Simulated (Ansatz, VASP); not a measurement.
HfN in VASP and in Ansatz

The input INCAR:

```
ALGO = Normal ; EDIFF = 1E-6
ENCUT = 520 ; GGA = PS
ISIF = 2 ; ISMEAR = -1
LASPH = True ; LCHARG = False
LREAL = False ; LWAVE = False
NBANDS = 14 ; NELM = 100
PREC = Accurate ; SIGMA = 0.01
```

Contents of KPOINTS:

```
k-points
0
Gamma
  10 10 10
```

File POSCAR:

```
HfN
1.0
   -0.0451800000      2.2364100000      2.2364100000
    2.2364100000     -0.0451800000      2.2364100000
    2.2364100000      2.2364100000     -0.0451800000
Hf N
1 1
Direct
    0.0000000000      0.0000000000      0.0000000000
    0.5000000000      0.5000000000      0.5000000000
```

Input for Ansatz:

```yaml
crystal:
  lattice:
    - [-0.04518, 2.23641, 2.23641]
    - [2.23641, -0.04518, 2.23641]
    - [2.23641, 2.23641, -0.04518]
  atoms:
    - { symbol: Hf, position: [0.0, 0.0, 0.0] }
    - { symbol: "N", position: [0.5, 0.5, 0.5] }
kpoints:
  mp_grid: { grid: [10, 10, 10] }
  band_path:
    path:
      - [0.0, 0.0, 0.0]
      - [0.5, 0.5, 0.5]
      - [0.2551801333, 0.5, 0.7448198667]
      - [-0.2551801333, 0.2551801333, 0.5]
      - [0.0, 0.0, 0.5]
      - [0.0, 0.0, 0.0]
      - [-0.3775900666, 0.0, 0.3775900666]
      - [0.0, 0.3775900666, 0.6224099334]
      - [0.0, 0.5, 0.5]
    npoints: 5
scf:
  occupations: { method: fermi_dirac, width: 0.01 }
hamiltonian:
  xc: pbesol
  pseudopotentials: { kind: all_electron, lapw: { basis_error: 0.0005 } }
output:
  forces: true
  stress: true
  eigenvalues: true
```

Change from the starting cell: equal xy, yz and zx shear strains of -2 %.

Alike in both runs: task single point; functional PBEsol; k mesh 10 × 10 × 10; occupations fermi-dirac, width 0.01 eV; no spin polarisation.

```csv
,VASP,Ansatz
version,VASP 6.6.1,Ansatz 0.2.0
potentials or method,"VASP PAW PBE potentials, release 64 (Hf_pv, N), cutoff 520 eV","all-electron LAPW, scalar-relativistic"
```

```tsv
	VASP	Ansatz	Ansatz less VASP
pressure (GPa)	-5.1	-2.9	+2.21
traceless stress, the component that is largest in VASP (GPa)	2.30	2.27	-0.024
```

VASP's potentials were made for PBE, not for PBEsol. Ansatz ran all-electron here, and VASP with PAW potentials.

Neither program's run includes spin-orbit coupling.
